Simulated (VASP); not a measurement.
A run of VASP 6.6.1:

File INCAR:

```
SYSTEM = NiO
PREC = Accurate
ENCUT = 520
EDIFF = 1E-7
ISMEAR = -1
SIGMA = 0.05
LREAL = .FALSE.
LASPH = .TRUE.
NELM = 150
ALGO = Normal
ISIF = 2
LWAVE = .FALSE.
LCHARG = .FALSE.
ISPIN = 2
MAGMOM = 1 0
LORBIT = 11
LMAXMIX = 4
GGA = RE
NBANDS = 19
```

KPOINTS

```
Automatic mesh
0
G
  11 11 11
  0 0 0
```

The input POSCAR:

```
NiO
1.0
    0.0000000000      2.0719018797      2.0719018797
    2.0719018797      0.0000000000      2.0719018797
    2.0719018797      2.0719018797      0.0000000000
Ni O
1 1
Direct
    0.0000000000      0.0000000000      0.0000000000
    0.5000000000      0.5000000000      0.5000000000
```

Potentials or basis: VASP PAW PBE potentials, release 64 (Ni, O).

The run is started by

```console
$ cat potpaw_PBE.64/Ni/POTCAR potpaw_PBE.64/O/POTCAR > POTCAR
$ mpirun -np 1 vasp_std > vasp.out
```

Hardware: 1 thread of Intel(R) Xeon(R) 6975P-C (Granite Rapids), on a shared host.

Q: How long does it take, and how much memory?

A: Wall time 19 s on 1 thread of Intel(R) Xeon(R) 6975P-C (Granite Rapids) (shared host), peak memory 0.17 GiB. Counts: scf iterations 18, k points 56.
